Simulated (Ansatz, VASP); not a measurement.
Sr: VASP beside Ansatz

```
Sr
1.0
     4.19471    0.00000    0.00000
    -2.09736    3.63273    0.00000
     0.00000    0.00000    6.85274
Sr
2
Direct
  0.33333 0.66667 0.25000
  0.66667 0.33333 0.75000
```

Alike in both runs: task single point; functional BLYP; k mesh 10 × 10 × 5; occupations fermi-dirac, width 0.1 eV; no spin polarisation.

|  | VASP | Ansatz |
| --- | --- | --- |
| version | VASP 6.6.1 | Ansatz 0.2.0 |
| potentials or method | VASP PAW PBE potentials, release 64 (Sr_sv), cutoff 520 eV | plane waves (420 eV) with PAW, scalar-relativistic |
| valence electrons in the cell | 20 | 20 |

|  | VASP | Ansatz | Ansatz less VASP |
| --- | --- | --- | --- |
| pressure (GPa) | 1.0 | 1.0 | 0.00 |
| traceless stress, the component that is largest in VASP (GPa) | 0.05 | 0.05 | 0.000 |

VASP's potentials were made for PBE, not for BLYP. The functional is the same, so the differences come from potentials, cutoffs and numerics.
